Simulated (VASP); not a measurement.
C: relaxation of cell and atoms with PBE

C:

```
CELL_PARAMETERS angstrom
0.00000 1.78340 1.78340
1.78340 0.00000 1.78340
1.78340 1.78340 0.00000
ATOMIC_POSITIONS crystal
C 0.50000 0.50000 0.50000
C 0.75000 0.75000 0.75000
```

```json
{"Program": "VASP 6.6.1", "Task": "relaxation of cell and atoms", "Functional": "PBE", "Potentials or basis": "VASP PAW PBE potentials, release 64 (C)", "Cutoff": "600 eV", "k mesh": "12 × 12 × 12", "Occupations": "gaussian, width 0.02 eV", "Spin": "no spin polarisation", "Dipole correction": "no", "Further INCAR settings": "ALGO = Normal; EDIFF = 1e-06; IBRION = 2; EDIFFG = -0.005; NSW = 100; ISIF = 3"}
```

| Quantity | Value |
| --- | --- |
| Relaxed volume | 5.70 Å³/atom |
| Relaxed cell | a = 2.526 Å, b = 2.526 Å, c = 2.526 Å, α = 60.00°, β = 60.00°, γ = 60.00° |
| Space group after relaxing (to 0.05 Å) | Fd-3m (No. 227) |
| Energy gained by relaxing | 0.1 meV/atom |
| Ionic steps | 3 |
| Pressure after relaxing | 0.0 GPa |
| Band gap on the k mesh | 4.14 eV, indirect (least direct gap 5.58 eV) |

The path:
```csv
step,energy change (eV),largest force (eV/Å),pressure (GPa),volume (Å³)
1,0.0000,0.0000,1.76,11.34
2,0.0001,0.0000,-2.13,11.45
3,-0.0002,0.0000,0.00,11.39
```

Final structure:
```yaml
crystal:
  lattice:
    - [0.00000, 1.78580, 1.78580]
    - [1.78580, 0.00000, 1.78580]
    - [1.78580, 1.78580, 0.00000]
  atoms:
    - { symbol: C, position: [0.50000, 0.50000, 0.50000] }
    - { symbol: C, position: [0.75000, 0.75000, 0.75000] }
```

Levels at points of the mesh, in eV from the valence-band top:
```tsv
k point	band 2	band 3	band 4	band 5	band 6	band 7
(0.00, 0.00, 0.00)	0.00	0.00	0.00	5.58	5.58	5.58
(0.50, 0.00, 0.00)	-13.33	-2.79	-2.79	8.44	8.44	8.79
(0.50, 0.50, 0.00)	-12.74	-6.27	-6.27	4.75	4.75	16.74
```

Wall time 4.9 s on 1 thread of Intel(R) Xeon(R) 6975P-C (Granite Rapids), with other jobs on the host, peak memory 0.11 GiB.

A k mesh can miss the band edges. PBE usually gives volumes a little too large and moduli too small.
